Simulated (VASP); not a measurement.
VO2: relaxation of shape and atoms at fixed volume with PBE

VO2:

```
V O
1.0
     4.43635    0.00000    0.00000
     0.00000    4.43635    0.00000
     0.00000    0.00000    2.75716
V O
2 4
Cartesian
  0.0000 0.0000 0.0000
  2.2182 2.2182 1.3786
  1.3204 1.3204 0.0000
  0.8978 3.5386 1.3786
  3.1159 3.1159 0.0000
  3.5386 0.8978 1.3786
```

This cell differs from its parent crystal: volume scaled by 0.91.

* Program: VASP 6.6.1
* Task: relaxation of shape and atoms at fixed volume
* Functional: PBE
* Potentials or basis: VASP PAW PBE potentials, release 64 (V_sv, O)
* Cutoff: 600 eV
* k mesh: 8 × 8 × 12
* Occupations: gaussian, width 0.1 eV
* Spin: collinear spin, ferromagnetic start
* Starting moments: [0.92, 0.92, 0.0, 0.0, 0.0, 0.0] μB
* Dipole correction: no
* Further INCAR settings: ALGO = Normal; EDIFF = 1e-07; IBRION = 2; EDIFFG = -0.01; NSW = 50; ISIF = 4

| Property | Result |
| --- | --- |
| Energy gained by relaxing | 0.4 meV/atom |
| Ionic steps | 4 |
| Pressure after relaxing | 27.8 GPa |
| Largest force after relaxing | 0.004 eV/Å |
| Band gap on the k mesh | zero (filled and empty bands overlap) |
| Net moment | 1.97 μB per cell |
| Site moments | V +1.00; O -0.04 μB |
| Valence electrons inside the program's atomic spheres | V 11.76; O 5.10 |

Forces in eV/Å, atoms in the order of the input:
```
V    0.000  0.000  0.000
V    0.000  0.000  0.000
O   -0.003 -0.003  0.000
O    0.003 -0.003  0.000
O    0.003  0.003  0.000
O   -0.003  0.003  0.000
```

Stress tensor (GPa, compression positive):
```
27.82  0.00  0.00
 0.00 27.82  0.00
 0.00  0.00 27.65
```

Step by step:
```csv
step,energy change (eV),largest force (eV/Å),pressure (GPa),volume (Å³)
1,0.0000,0.1784,28.10,54.26
2,-0.0020,0.0632,27.64,54.26
3,-0.0025,0.0091,27.76,54.26
4,-0.0025,0.0037,27.76,54.26
```

Final structure:
```yaml
crystal:
  lattice:
    - [4.43433, 0.00000, 0.00000]
    - [0.00000, 4.43433, 0.00000]
    - [0.00000, 0.00000, 2.75967]
  atoms:
    - { symbol: V, position: [0.00000, 0.00000, 0.00000] }
    - { symbol: V, position: [0.50000, 0.50000, 0.50000] }
    - { symbol: O, position: [0.29659, 0.29659, 0.00000] }
    - { symbol: O, position: [0.20341, 0.79659, 0.50000] }
    - { symbol: O, position: [0.70341, 0.70341, 0.00000] }
    - { symbol: O, position: [0.79659, 0.20341, 0.50000] }
```

Levels at points of the mesh, in eV from the Fermi level:
Spin up:
```csv
k point,band 22,band 23,band 24,band 25,band 26,band 27,band 28,band 29,band 30,band 31
"(0.00, 0.00, 0.00)",-2.19,-2.19,-1.62,-1.17,-0.97,-0.38,-0.33,-0.33,2.20,2.27
"(0.50, 0.00, 0.00)",-3.58,-2.46,-2.46,-0.39,-0.39,0.46,0.46,1.10,1.10,3.96
"(0.50, 0.50, 0.00)",-3.12,-2.99,-2.99,-1.16,-1.16,-0.30,-0.30,1.57,1.57,3.88
"(0.00, 0.00, 0.50)",-4.64,-3.41,-3.41,0.55,0.55,0.74,0.74,1.13,1.13,3.47
"(0.50, 0.00, 0.50)",-4.21,-2.86,-2.86,-0.94,-0.94,0.72,0.72,1.48,1.48,2.77
"(0.50, 0.50, 0.50)",-3.42,-2.41,-2.41,0.16,0.16,0.42,0.42,0.73,0.73,4.09
```
Spin down:
```tsv
k point	band 21	band 22	band 23	band 24	band 25	band 26	band 27	band 28
(0.00, 0.00, 0.00)	-2.33	-2.24	-2.24	-1.63	0.00	0.02	0.65	0.86
(0.50, 0.00, 0.00)	-3.45	-3.45	-2.50	-2.50	0.68	0.68	1.58	1.58
(0.50, 0.50, 0.00)	-3.13	-3.13	-3.02	-3.02	-0.06	-0.06	0.89	0.89
(0.00, 0.00, 0.50)	-4.52	-4.52	-3.36	-3.36	1.47	1.47	1.90	1.90
(0.50, 0.00, 0.50)	-4.00	-4.00	-2.93	-2.93	0.16	0.16	1.88	1.88
(0.50, 0.50, 0.50)	-3.31	-3.31	-2.42	-2.42	1.06	1.06	1.42	1.42
```

It took 110 s on 4 MPI ranks on Intel(R) Xeon(R) Platinum 8559C (Emerald Rapids), on a shared host, peak memory 0.41 GiB a rank.

Caveat: the cell differs from its parent crystal (volume scaled by 0.91); semilocal functionals often make such compounds metallic where correlation or magnetic order opens a gap, which also shifts bond lengths.
